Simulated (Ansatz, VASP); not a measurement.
# Two plane-wave programs on C

```
C
1.0
     1.23328   -2.13604    0.00000
     1.23328    2.13604    0.00000
     0.00000    0.00000    8.70703
C
4
Direct
  0.18328 0.81672 0.71107
  0.48338 0.51662 0.28893
  0.81672 0.18328 0.28893
  0.51662 0.48338 0.71107
```

Change from the starting cell: mode 1 frozen in at -0.427 Å and mode 6 at -0.342 Å (largest displacements).

Alike in both runs: task single point; functional PBE; k mesh 18 × 18 × 6; occupations gaussian, width 0.15 eV; no spin polarisation.

|  | VASP | Ansatz |
| --- | --- | --- |
| version | VASP 6.6.1 | Ansatz 0.2.0 |
| potentials or method | VASP PAW PBE potentials, release 64 (C), cutoff 520 eV | scalar-relativistic, plane waves, PAW |
| valence electrons in the cell | 16 | 16 |

```tsv
	VASP	Ansatz	Ansatz less VASP
gap on the k mesh at the Fermi level (eV)	0.04	0.04	0.000
least direct gap on the mesh (eV)	0.04	0.04	0.000
pressure (GPa)	0.4	0.1	-0.34
traceless stress, the component that is largest in VASP (GPa)	-0.10	0.31	+0.411
rms of the force components (eV/Å)	0.011	0.011	0.0000
```

Atom by atom the forces differ by 0.000 eV/Å (rms over components). The functional is the same, so the differences come from potentials, cutoffs and numerics.
